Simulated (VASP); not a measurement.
# Cd (P6/mmm) in VASP: a series of runs

Runs on Cd. Level: PBE. Tasks: single point.

Program: VASP 6.6.1. These are calculated values, not measurements. Logs are shortened: lines on timing, memory, paths and dates and some standing lists are left out, and cuts for length are marked.

## (1) The cell of the first run

Symmetry: P6/mmm, No. 191, hexagonal system. Conventional cell: a = 5.146 Å, b = 5.146 Å, c = 3.095 Å, α = 90.00°, β = 90.00°, γ = 120.00°. Within 4.1 Å of Cd (site symmetry 6/mmm) lie 14 Cd at 3.10 to 3.35 Å. Cd (site symmetry -6m2) has 11 Cd at 2.97 to 3.35 Å within 3.9 Å.

This isn't the form of Cd at room conditions, which is hcp.

## (2) Single point, PBE

Contents of INCAR:

```
SYSTEM = Cd
  PREC = Accurate
  ENCUT = 520
  EDIFF = 1E-7
  ISMEAR = -1
  SIGMA = 0.1
  LREAL = .FALSE.
  LASPH = .TRUE.
  NELM = 100
  ALGO = Normal
  ISIF = 2
  LWAVE = .FALSE.
  LCHARG = .FALSE.
  GGA = PE
  NBANDS = 25
```

Contents of KPOINTS:

```
Automatic mesh
0
G
  7 7 10
  0 0 0
```

Contents of POSCAR:

```
Cd
1.0
    5.1456782261      0.0000000000      0.0000000000
   -2.5728391130      4.4562880635      0.0000000000
    0.0000000000      0.0000000000      3.0954824778
Cd
3
Direct
    0.0000000000      0.0000000000      0.0000000000
    0.3333333333      0.6666666667      0.5000000000
    0.6666666667      0.3333333333      0.5000000000
```

Potentials or basis: VASP PAW PBE potentials, release 64 (Cd).

Command:

```sh
> cat potpaw_PBE.64/Cd/POTCAR > POTCAR
> mpirun -np 1 vasp_std > vasp.out
```

OUTCAR:

```text
SYSTEM = Cd
   PREC = Accurate
   ENCUT = 520
   EDIFF = 1E-7
   ISMEAR = -1
   LREAL = .FALSE.
   LASPH = .TRUE.
   NELM = 100
   ISIF = 2
   GGA = PE

 ion  position               nearest neighbor table
   1  0.000  0.000  0.000-   2 3.35   3 3.35   2 3.35   3 3.35   2 3.35   2 3.35   3 3.35   3 3.35
                             3 3.35   3 3.35   2 3.35   2 3.35
   2  0.333  0.667  0.500-   3 2.97   3 2.97   3 2.97   1 3.35   1 3.35   1 3.35   1 3.35   1 3.35
                             1 3.35
   3  0.667  0.333  0.500-   2 2.97   2 2.97   2 2.97   1 3.35   1 3.35   1 3.35   1 3.35   1 3.35
                             1 3.35

  LATTYP: Found a hexagonal cell.
 ALAT       =     5.1456782261
 C/A-ratio  =     0.6015693834

  Lattice vectors:

 A1 = (   5.1456782261,   0.0000000000,   0.0000000000)
 A2 = (  -2.5728391130,   4.4562880635,   0.0000000000)
 A3 = (   0.0000000000,   0.0000000000,   3.0954824778)

Analysis of symmetry for initial positions (statically):
=====================================================================
 Subroutine PRICEL returns:
 Original cell was already a primitive cell.

 Routine SETGRP: Setting up the symmetry group for a
 hexagonal supercell.

 Subroutine GETGRP returns: Found 24 space group operations
 (whereof 24 operations were pure point group operations)
 out of a pool of 24 trial point group operations.

The static configuration has the point symmetry D_6h.

Analysis of symmetry for dynamics (positions and initial velocities):
=====================================================================
 Subroutine PRICEL returns:
 Original cell was already a primitive cell.

 Routine SETGRP: Setting up the symmetry group for a
 hexagonal supercell.

 Subroutine GETGRP returns: Found 24 space group operations
 (whereof 24 operations were pure point group operations)
 out of a pool of 24 trial point group operations.

The dynamic configuration has the point symmetry D_6h.

 Subroutine INISYM returns: Found 24 space group operations
 (whereof 24 operations are pure point group operations),
 and found     1 'primitive' translations

----------------------------------------------------------------------------------------

                                     Primitive cell

  volume of cell :      70.9813

  direct lattice vectors                    reciprocal lattice vectors
     5.145678226  0.000000000  0.000000000     0.194337842  0.112201005  0.000000000
    -2.572839113  4.456288063  0.000000000     0.000000000  0.224402010  0.000000000
     0.000000000  0.000000000  3.095482478     0.000000000  0.000000000  0.323051417

  length of vectors
     5.145678226  5.145678226  3.095482478     0.224402010  0.224402010  0.323051417

  position of ions in fractional coordinates (direct lattice)
     0.000000000  0.000000000  0.000000000
     0.333333333  0.666666667  0.500000000
     0.666666667  0.333333333  0.500000000

  ion indices of the primitive-cell ions
   primitive index   ion index
                 1           1
                 2           2
                 3           3

----------------------------------------------------------------------------------------

 KPOINTS: Automatic mesh

Automatic generation of k-mesh.
 Grid dimensions read from file:
 generate k-points for:    7    7   10

 Generating k-lattice:

  Cartesian coordinates                     Fractional coordinates (reciprocal lattice)
     0.027762549  0.016028715  0.000000000     0.142857143  0.000000000  0.000000000
     0.000000000  0.032057430  0.000000000     0.000000000  0.142857143  0.000000000
     0.000000000  0.000000000  0.032305142     0.000000000  0.000000000  0.100000000

  Length of vectors
     0.032057430  0.032057430  0.032305142

  Shift w.r.t. Gamma in fractional coordinates (k-lattice)
     0.000000000  0.000000000  0.000000000

 Subroutine IBZKPT returns following result:
 ===========================================

 Found     48 irreducible k-points:

 Following reciprocal coordinates:
            Coordinates               Weight
  0.000000  0.000000  0.000000      1.000000
  0.142857  0.000000  0.000000      6.000000
  0.285714  0.000000  0.000000      6.000000
  0.428571  0.000000  0.000000      6.000000
  0.142857  0.142857  0.000000      6.000000
  0.285714  0.142857  0.000000     12.000000
[... 16 lines left out ...]
  0.428571  0.142857  0.200000     12.000000
  0.285714  0.285714  0.200000     12.000000
 [... further k-points ...]
   k-points           NKPTS =     48   k-points in BZ     NKDIM =     48   number of bands    NBANDS=     25
   number of dos      NEDOS =    301   number of ions     NIONS =      3
   total plane-waves  NPLWV =  38400
   dimension x,y,z NGX =    40 NGY =   40 NGZ =   24
   dimension x,y,z NGXF=    80 NGYF=   80 NGZF=   48
   ions per type =               3
   NGX,Y,Z   is equivalent  to a cutoff of  12.92, 12.92, 12.89 a.u.
   NGXF,Y,Z  is equivalent  to a cutoff of  25.85, 25.85, 25.78 a.u.
 SYSTEM =  Cd
   PREC   = accura    normal or accurate (medium, high low for compatibility)
   ISTART =      0    job   : 0-new  1-cont  2-samecut
   ICHARG =      2    charge: 1-file 2-atom 10-const
   ISPIN  =      1    spin polarized calculation?
   LNONCOLLINEAR =      F non collinear calculations
   LSORBIT =      F    spin-orbit coupling
   LASPH  =      T    aspherical Exc in radial PAW
   ENCUT  =  520.0 eV  38.22 Ry    6.18 a.u.   9.57  9.57  5.76*2*pi/ulx,y,z
   NELM   =    100;   NELMIN=  2; NELMDL= -5     # of ELM steps
   EDIFF  = 0.1E-06   stopping-criterion for ELM
   LREAL  =      F    real-space projection
   EDIFFG = 0.1E-05   stopping-criterion for IOM
   NSW    =      0    number of steps for IOM
   IBRION =     -1    ionic relax: 0-MD 1-quasi-New 2-CG
   NFREE  =      0    steps in history (QN), initial steepest desc. (CG)
   ISIF   =      2    stress and relaxation
   ISYM   =      2    0-nonsym 1-usesym 2-fastsym
   POTIM  = 0.5000    time-step for ionic-motion
   TEBEG  =    0.0;   TEEND  =   0.0 temperature during run
   PSTRESS=    0.0 pullay stress
   NELECT =      36.0000    total number of electrons
   NUPDOWN=      -1.0000    fix difference up-down
   EMIN   =  10.00;   EMAX   =-10.00  energy-range for DOS
   EFERMI =   0.00;   METHOD = LEGACY
   ISMEAR =    -1;   SIGMA  =   0.10  broadening in eV -4-tet -1-fermi 0-gaus
   EFERMI_NEDOS =   21; number of points for ismear=-14 and -15
   IALGO  =     38    algorithm
   IMIX   =      4    mixing-type and parameters
     AMIX     =   0.40;   BMIX     =  1.00
     AMIX_MAG =   1.60;   BMIX_MAG =  1.00
  volume/ion in A,a.u.               =      23.66       159.67
  Fermi-wavevector in a.u.,A,eV,Ry     =   1.305552  2.467136 23.190677  1.704467
  Thomas-Fermi vector in A             =   2.436414
   LORBIT       =      0    0 simple, 1 ext, 2 COOP (PROOUT), +10 PAW based schemes
   GGA     = PE    functional components
   LHFCALC =     F    Hartree Fock is set to
   AEXX    =    0.0000 exact exchange contribution
   IVDW    =     0    specifies the selected vdW correction
   LEPSILON=     F    determine dielectric tensor
   LRPA    =     F    only Hartree local field effects (RPA)
 non-spin polarized calculation
  energy-cutoff  :      520.00
  volume of cell :       70.98
 maximum number of plane-waves:      1932
 NGX is ok and might be reduce to    40
   NGX = 19   NGY = 19   NGZ = 11

 number of electron      35.9999997 magnetization

 Free energy of the ion-electron system (eV)
  ---------------------------------------------------
  ext. energy  EPLUGINS =         0.00000000
  ---------------------------------------------------
  free energy    TOTEN  =        -2.08629269 eV

  energy without entropy =       -2.05052571  energy(sigma->0) =       -2.06840920

 E-fermi :   2.2828     XC(G=0): -10.5591

 val. band max:        2.1834151465   @ k =   0.1429   0.0000   0.3000
 cond. band min:       2.3375160091   @ k =   0.4286   0.0000   0.3000
 fundamental gap:      0.1541008626
 Fermi energy:         2.2828174212

 k-point     1 :       0.0000    0.0000    0.0000
  band No.  band energies     occupation
      1      -7.2519      2.00000
      2      -6.7905      2.00000
      3      -6.7641      2.00000
      4      -6.6512      2.00000
      5      -6.6512      2.00000
      6      -6.4939      2.00000
[... 17 lines left out ...]
     24      14.0364      0.00000
     25      17.2789      0.00000

 k-point     2 :       0.1429    0.0000    0.0000
  band No.  band energies     occupation
      1      -7.2237      2.00000
      2      -6.8384      2.00000
      3      -6.8016      2.00000
      4      -6.7513      2.00000
      5      -6.7362      2.00000
      6      -6.5433      2.00000
[... 17 lines left out ...]
     24      14.0999      0.00000
     25      15.5535      0.00000

 k-point     3 :       0.2857    0.0000    0.0000
  band No.  band energies     occupation
      1      -7.1499      2.00000
      2      -7.0059      2.00000
      3      -6.8644      2.00000
      4      -6.8510      2.00000
      5      -6.7895      2.00000
      6      -6.5816      2.00000
[... 17 lines left out ...]
     24      12.7420      0.00000
     25      13.1143      0.00000

 k-point     4 :       0.4286    0.0000    0.0000
  band No.  band energies     occupation
      1      -7.1228      2.00000
      2      -7.0558      2.00000
      3      -6.9432      2.00000
      4      -6.8961      2.00000
      5      -6.8165      2.00000
      6      -6.6125      2.00000
[... 17 lines left out ...]
     24      10.8420      0.00000
     25      12.0336      0.00000
[... 477 lines left out ...]
 k-point    22 :       0.2857    0.1429    0.2000
  band No.  band energies     occupation
      1      -7.0310      2.00000
      2      -6.9019      2.00000
      3      -6.8716      2.00000
      4      -6.7401      2.00000
      5      -6.6522      2.00000
      6      -6.5771      2.00000
[... 17 lines left out ...]
     24      10.5321      0.00000
     25      10.8372      0.00000

 k-point    23 :       0.4286    0.1429    0.2000
  band No.  band energies     occupation
      1      -7.0503      2.00000
      2      -6.9069      2.00000
      3      -6.8584      2.00000
      4      -6.7461      2.00000
      5      -6.6510      2.00000
      6      -6.6137      2.00000
[... 17 lines left out ...]
     24      10.1241      0.00000
     25      11.5952      0.00000

 k-point    24 :       0.2857    0.2857    0.2000
  band No.  band energies     occupation
      1      -7.0589      2.00000
      2      -6.8830      2.00000
      3      -6.8660      2.00000
      4      -6.7547      2.00000
      5      -6.6462      2.00000
      6      -6.6232      2.00000
[... 17 lines left out ...]
     24       9.1319      0.00000
     25      12.2197      0.00000

 [... further k-points ...]

------------------------ aborting loop because EDIFF is reached ----------------------------------------

  FORCE on cell =-STRESS in cart. coord.  units (eV):
  Direction    XX          YY          ZZ          XY          YZ          ZX
  --------------------------------------------------------------------------------------
  -------------------------------------------------------------------------------------
  Total        0.0814670      0.0814670      0.0874512      0.0000000     -0.0000000      0.0000000
  in kB        1.8388565      1.8388565      1.9739310      0.0000000     -0.0000000      0.0000000
  external PRESSURE =       1.8838814 kB  Pullay stress =       0.0000000 kB

 VOLUME and BASIS-vectors are now :
 -----------------------------------------------------------------------------
  energy-cutoff  :      520.00
  volume of cell :       70.98
      direct lattice vectors                 reciprocal lattice vectors
     5.145678226  0.000000000  0.000000000     0.194337842  0.112201005  0.000000000
    -2.572839113  4.456288063  0.000000000     0.000000000  0.224402010  0.000000000
     0.000000000  0.000000000  3.095482478     0.000000000  0.000000000  0.323051417

 POSITION                                       TOTAL-FORCE (eV/Angst)
 -----------------------------------------------------------------------------------
      0.00000      0.00000      0.00000         0.000000      0.000000      0.000000
     -0.00000      2.97086      1.54774        -0.000000      0.000000     -0.000000
      2.57284      1.48543      1.54774         0.000000     -0.000000      0.000000
 -----------------------------------------------------------------------------------
    total drift:                                0.000000     -0.000000      0.000000

  FREE ENERGIE OF THE ION-ELECTRON SYSTEM (eV)
  ---------------------------------------------------
  free  energy   TOTEN  =        -2.0862926889 eV

  energy  without entropy=       -2.0505257143  energy(sigma->0) =       -2.06840920
```

It took 34 s on 1 thread of Oxide Virtual Turin-like, shared host; peak memory 0.18 GiB.

What came out:

| Quantity | Value |
| --- | --- |
| Free energy | -2.0863 eV |
| Pressure | 0.2 GPa |
| Band gap on the k mesh | zero (bands 18 and 19 overlap by 4.53 eV) |

Levels at points of the mesh, in eV from the Fermi level:
```csv
k point,band 16,band 17,band 18,band 19,band 20,band 21
"(0.00, 0.00, 0.00)",-8.21,0.18,0.40,0.92,0.92,0.96
"(0.00, 0.00, 0.50)",-3.60,-3.26,3.47,3.61,3.61,3.68
```

## (3) Single point, PBE (20.82 Å³/atom)

This run uses another cell than the first one, of 20.82 Å³/atom.

Contents of INCAR:

```
PREC = Accurate
ENCUT = 520
EDIFF = 1E-6
ISMEAR = -1
SIGMA = 0.1
LREAL = False
LASPH = True
NELM = 60
ALGO = Normal
ISIF = 2
LWAVE = False
LCHARG = False
GGA = PE
NBANDS = 25
```

Contents of KPOINTS:

```
regular mesh
0
Gamma
  9 9 13
```

Contents of POSCAR:

```
Cd
1.0
    4.9310209661      0.0000000000      0.0000000000
   -2.4655104830      4.2703894232      0.0000000000
    0.0000000000      0.0000000000      2.9663512423
Cd
3
Direct
    0.0000000000      0.0000000000      0.0000000000
    0.3333333333      0.6666666667      0.5000000000
    0.6666666667      0.3333333333      0.5000000000
```

Potentials or basis: VASP PAW PBE potentials, release 64 (Cd).

Command:

```sh
> cat potpaw_PBE.64/Cd/POTCAR > POTCAR
> mpirun -np 1 vasp_std > vasp.out
```

Wall time 64 s (1 thread of Oxide Virtual Turin-like, shared host); peak memory 0.21 GiB.

Results (log left out):

| Item | Value |
| --- | --- |
| Free energy | -1.9046 eV |
| Pressure | 7.2 GPa |
| Band gap on the k mesh | zero (bands 18 and 19 overlap by 4.32 eV) |

Levels at points of the mesh, in eV from the Fermi level:
```
           k point  band 15  band 16  band 17  band 18  band 19  band 20  band 21  band 22
(0.00, 0.00, 0.00)    -8.48    -8.48     0.41     0.64     0.75     0.75     0.77     0.77
```

Caveat: the cell stands under pressure.

## (4) Single point, PBE (21.77 Å³/atom)

This run uses another cell than the first one, of 21.77 Å³/atom.

Contents of INCAR:

```
SYSTEM = Cd
PREC = Accurate
ENCUT = 520
EDIFF = 1E-7
ISMEAR = -1
SIGMA = 0.1
LREAL = .False.
LASPH = .True.
NELM = 100
ALGO = Normal
ISIF = 2
LWAVE = .False.
LCHARG = .True.
GGA = PE
LELF = .True.
LVHAR = .True.
NBANDS = 25
```

Contents of KPOINTS:

```
Automatic mesh
0
Gamma
  9 9 13
  0 0 0
```

Contents of POSCAR:

```
Cd
1.0
    5.0046291460      0.0000000000      0.0000000000
   -2.5023145730      4.3341359769      0.0000000000
    0.0000000000      0.0000000000      3.0106316697
Cd
3
Direct
    0.0000000000      0.0000000000      0.0000000000
    0.3333333333      0.6666666667      0.5000000000
    0.6666666667      0.3333333333      0.5000000000
```

Command:

```sh
> cat potpaw_PBE.64/Cd/POTCAR > POTCAR
> mpirun -np 1 vasp_std > vasp.out
```

It took 63 s on 1 thread of Oxide Virtual Turin-like, shared host; peak memory 0.21 GiB.

Results (log left out):

* Free energy: -2.0042 eV
* Pressure: 4.2 GPa
* Band gap on the k mesh: zero (bands 18 and 19 overlap by 4.33 eV)

Levels at points of the mesh, in eV from the Fermi level:
```
           k point  band 15  band 16  band 17  band 18  band 19  band 20  band 21  band 22
(0.00, 0.00, 0.00)    -8.40    -8.40     0.31     0.53     0.79     0.79     0.82     0.82
```

Caveat: the cell stands under pressure.

(Continued in part 2 of 2.)

The gap in the log of VASP goes by the Fermi energy; the results here count the filled bands.